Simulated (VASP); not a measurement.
Here is a VASP 6.6.1 calculation.

The input INCAR:

```
SYSTEM = Ni
ALGO = Normal
EDIFF = 1E-7
ENCUT = 520
GGA = PS
ISIF = 2
ISMEAR = -1
ISPIN = 2
LASPH = .TRUE.
LCHARG = .TRUE.
LELF = .TRUE.
LMAXMIX = 4
LORBIT = 11
LREAL = .FALSE.
LVHAR = .TRUE.
LWAVE = .FALSE.
MAGMOM = 1.25 1.25
NBANDS = 21
NELM = 150
NUPDOWN = 2.5
PREC = Accurate
SIGMA = 0.05
```

KPOINTS

```
k-points
0
G
  10 10 6
  0 0 0
```

File POSCAR:

```
Ni
1.0
    2.4480228978      0.0000000000      0.0000000000
   -1.2240114489      2.1200500186      0.0000000000
    0.0000000000      0.0000000000      4.0728075700
Ni
2
Direct
    0.6666666667      0.3333333333      0.7500000000
    0.3333333333      0.6666666667      0.2500000000
```

Potentials or basis: VASP PAW PBE potentials, release 64 (Ni).

The run is started by

```console
$ cat potpaw_PBE.64/Ni/POTCAR > POTCAR
$ mpirun -np 1 vasp_std > vasp.out
```

Q: What does it give for the pressure?

A: 3.6 GPa.

Stress tensor (GPa, compression positive):
```
 6.01  0.00  0.00
 0.00  6.01  0.00
 0.00  0.00 -1.33
```

Caveat: the PAW data sets were made with another functional, which shifts forces and pressure a little; the total moment is fixed, so each spin has its own Fermi level.
